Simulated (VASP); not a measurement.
# Nb3N5 (Cmcm) in VASP: further runs, part 2 of 3

VASP 6.6.1. The steps go on from the part before.

## 3. Single point, PBEsol (12.28 Å³/atom)

This run uses another cell than the first one, of 12.28 Å³/atom.

Contents of INCAR:

```
PREC = Accurate
ENCUT = 600
EDIFF = 1E-6
ISMEAR = 0
SIGMA = 0.02
LREAL = False
LASPH = True
NELM = 120
ALGO = Normal
ISIF = 2
LWAVE = False
LCHARG = True
GGA = PS
LELF = True
LVHAR = True
NBANDS = 78
GGA_COMPAT = False
```

Contents of KPOINTS:

```
Automatic mesh
0
Gamma
  8 8 4
```

Contents of POSCAR:

```
Nb3N5
1.0
    1.9176499610     -5.0648964158      0.0000000000
    1.9176499610      5.0648964158      0.0000000000
    0.0000000000      0.0000000000     10.1154027401
Nb N
6 10
Direct
    0.8678686066      0.1321313934      0.4409619488
    0.8678686066      0.1321313934      0.0590380512
    0.7967779818      0.2032220182      0.7500000000
    0.2032220182      0.7967779818      0.2500000000
    0.1321313934      0.8678686066      0.5590380512
    0.1321313934      0.8678686066      0.9409619488
    0.6903181636      0.3096818364      0.9272552398
    0.9532150677      0.0467849323      0.6216990838
    0.9532150677      0.0467849323      0.8783009162
    0.6903181636      0.3096818364      0.5727447602
    0.7658270136      0.2341729864      0.2500000000
    0.0467849323      0.9532150677      0.3783009162
    0.3096818364      0.6903181636      0.0727447602
    0.3096818364      0.6903181636      0.4272552398
    0.2341729864      0.7658270136      0.7500000000
    0.0467849323      0.9532150677      0.1216990838
```

Potentials or basis: VASP PAW PBE potentials, release 64 (Nb_sv, N).

Run with:

```sh
cat potpaw_PBE.64/Nb_sv/POTCAR potpaw_PBE.64/N/POTCAR > POTCAR
mpirun -np 1 vasp_std > vasp.out
```

OUTCAR:

```text
PREC = Accurate
   ENCUT = 600
   EDIFF = 1E-6
   ISMEAR = 0
   LREAL = False
   LASPH = True
   NELM = 120
   ISIF = 2
   GGA = PS

 ion  position               nearest neighbor table
   1  0.868  0.132  0.441-  12 1.92  14 2.01  14 2.01   8 2.02  11 2.19  10 2.24   5 2.93
   2  0.868  0.132  0.059-  16 1.92  13 2.01  13 2.01   9 2.02  11 2.19   7 2.24   6 2.93
   3  0.797  0.203  0.750-  15 2.02  15 2.02   9 2.05   8 2.05  10 2.09   7 2.09
   4  0.203  0.797  0.250-  11 2.02  11 2.02  16 2.05  12 2.05  13 2.09  14 2.09
   5  0.132  0.868  0.559-   8 1.92  10 2.01  10 2.01  12 2.02  15 2.19  14 2.24   1 2.93
   6  0.132  0.868  0.941-   9 1.92   7 2.01   7 2.01  16 2.02  15 2.19  13 2.24   2 2.93
   7  0.690  0.310  0.927-   6 2.01   6 2.01   3 2.09   2 2.24
   8  0.953  0.047  0.622-   5 1.92   1 2.02   3 2.05
   9  0.953  0.047  0.878-   6 1.92   2 2.02   3 2.05
  10  0.690  0.310  0.573-   5 2.01   5 2.01   3 2.09   1 2.24
  11  0.766  0.234  0.250-   4 2.02   4 2.02   2 2.19   1 2.19
  12  0.047  0.953  0.378-   1 1.92   5 2.02   4 2.05
  13  0.310  0.690  0.073-   2 2.01   2 2.01   4 2.09   6 2.24
  14  0.310  0.690  0.427-   1 2.01   1 2.01   4 2.09   5 2.24
  15  0.234  0.766  0.750-   3 2.02   3 2.02   6 2.19   5 2.19
  16  0.047  0.953  0.122-   2 1.92   6 2.02   4 2.05

  LATTYP: Found a base centered orthorhombic cell.
 ALAT       =     3.8352999220
 B/A-ratio  =     2.6411996552
 C/A-ratio  =     2.6374476432

  Lattice vectors:

 A1 = (   1.9176499610,  -5.0648964158,   0.0000000000)
 A2 = (   1.9176499610,   5.0648964158,   0.0000000000)
 A3 = (   0.0000000000,   0.0000000000,  10.1154027401)

Analysis of symmetry for initial positions (statically):
=====================================================================
 Subroutine PRICEL returns:
 Original cell was already a primitive cell.

[... 173 lines left out ...]
  Fermi-wavevector in a.u.,A,eV,Ry     =   1.419146  2.681797 27.401805  2.013976
  Thomas-Fermi vector in A             =   2.540197
   LORBIT       =      0    0 simple, 1 ext, 2 COOP (PROOUT), +10 PAW based schemes
   GGA     = PS    functional components
   LHFCALC =     F    Hartree Fock is set to
   AEXX    =    0.0000 exact exchange contribution
   IVDW    =     0    specifies the selected vdW correction
   LEPSILON=     F    determine dielectric tensor
   LRPA    =     F    only Hartree local field effects (RPA)
 non-spin polarized calculation
 Gauss-broadening in eV      SIGMA  =   0.02
  energy-cutoff  :      600.00
  volume of cell :      196.50
 maximum number of plane-waves:      6607
 NGX is ok and might be reduce to    48
   NGX = 21   NGY = 21   NGZ = 41

 number of electron     128.0000000 magnetization

 Free energy of the ion-electron system (eV)
  ---------------------------------------------------
  ext. energy  EPLUGINS =         0.00000000
  ---------------------------------------------------
  free energy    TOTEN  =      -167.27874513 eV

  energy without entropy =     -167.27874513  energy(sigma->0) =     -167.27874513

 E-fermi :   7.4448     XC(G=0): -11.5813

 val. band max:        7.1927842895   @ k =   0.1250   0.1250   0.0000
 cond. band min:       7.8933431622   @ k =   0.5000   0.5000   0.0000
 fundamental gap:      0.7005588727
 Fermi energy:         7.4448105574

 k-point     1 :       0.0000    0.0000    0.0000
  band No.  band energies     occupation
      1     -47.9699      2.00000
      2     -47.9633      2.00000
      3     -47.7796      2.00000
      4     -47.7733      2.00000
      5     -47.7069      2.00000
      6     -47.7064      2.00000
[... 1885 lines left out ...]
     75      10.4607      0.00000
     76      10.5521      0.00000

 [... further k-points ...]

 [bands above 76 left out]

------------------------ aborting loop because EDIFF is reached ----------------------------------------

  FORCE on cell =-STRESS in cart. coord.  units (eV):
  Direction    XX          YY          ZZ          XY          YZ          ZX
  --------------------------------------------------------------------------------------
  -------------------------------------------------------------------------------------
  Total        8.6330305      8.6736367      8.6663239      0.0000000      0.0000000      0.0000000
  in kB       70.3915907     70.7226835     70.6630567      0.0000000      0.0000000      0.0000000
  external PRESSURE =      70.5924436 kB  Pullay stress =       0.0000000 kB

 VOLUME and BASIS-vectors are now :
 -----------------------------------------------------------------------------
  energy-cutoff  :      600.00
  volume of cell :      196.50
      direct lattice vectors                 reciprocal lattice vectors
     1.917649961 -5.064896416  0.000000000     0.260735802 -0.098718702  0.000000000
     1.917649961  5.064896416  0.000000000     0.260735802  0.098718702  0.000000000
     0.000000000  0.000000000 10.115402740     0.000000000  0.000000000  0.098859138

 POSITION                                       TOTAL-FORCE (eV/Angst)
 -----------------------------------------------------------------------------------
      1.91765     -3.72643      4.46051         0.000000      0.003534      0.000337
      1.91765     -3.72643      0.59719         0.000000      0.003534     -0.000337
      1.91765     -3.00630      7.58655         0.000000     -0.001806     -0.000000
      1.91765      3.00630      2.52885         0.000000      0.001806     -0.000000
      1.91765      3.72643      5.65490         0.000000     -0.003534     -0.000337
      1.91765      3.72643      9.51821         0.000000     -0.003534      0.000337
[... 8 lines left out ...]
      1.91765      2.69277      7.58655         0.000000     -0.003527     -0.000000
      1.91765      4.59097      1.23104         0.000000     -0.002640     -0.002891
 -----------------------------------------------------------------------------------
    total drift:                               -0.000000      0.000000     -0.000000

  FREE ENERGIE OF THE ION-ELECTRON SYSTEM (eV)
  ---------------------------------------------------
  free  energy   TOTEN  =      -167.2787451279 eV

  energy  without entropy=     -167.2787451279  energy(sigma->0) =     -167.27874513
```

stdout:

```text
POSCAR found type information on POSCAR NbN
 POSCAR found :  2 types and      16 ions
 scaLAPACK will be used
 -----------------------------------------------------------------------------
|                                                                             |
|                                                                             |
|     You enforced a specific xc type in the INCAR file but a different       |
|     I HOPE YOU KNOW WHAT YOU ARE DOING!                                     |
|                                                                             |
 -----------------------------------------------------------------------------

 LDA part: xc-table for (Slater+PW92), standard interpolation
 POSCAR, INCAR and KPOINTS ok, starting setup
 FFT: planning ... GRIDC
 FFT: planning ... GRID_SOFT
 FFT: planning ... GRID
 WAVECAR not read
 entering main loop
```

It took 16 min on 1 thread of Intel Xeon 6975P-C (Granite Rapids), shared host; peak memory 1 GiB.

What came out:

```yaml
Free_energy: -167.2787 eV
Pressure: 7.1 GPa
Largest_force: 0.004 eV/Å
Band_gap_on_the_k_mesh: 0.70 eV (least direct gap 1.01 eV)
```

Forces in eV/Å, atoms in the order of the input:
```
Nb   0.000  0.004  0.000
Nb   0.000  0.004  0.000
Nb   0.000 -0.002  0.000
Nb   0.000  0.002  0.000
Nb   0.000 -0.004  0.000
Nb   0.000 -0.004  0.000
N    0.000  0.002 -0.002
N    0.000  0.003 -0.003
N    0.000  0.003  0.003
N    0.000  0.002  0.002
N    0.000  0.004  0.000
N    0.000 -0.003  0.003
N    0.000 -0.002  0.002
N    0.000 -0.002 -0.002
N    0.000 -0.004  0.000
N    0.000 -0.003 -0.003
```

Caveat: the cell stands under pressure; semilocal functionals underestimate gaps, and a narrow one can read as zero; the PAW data sets were made with another functional, which shifts forces and pressure a little.

[end of part 2 of 3]
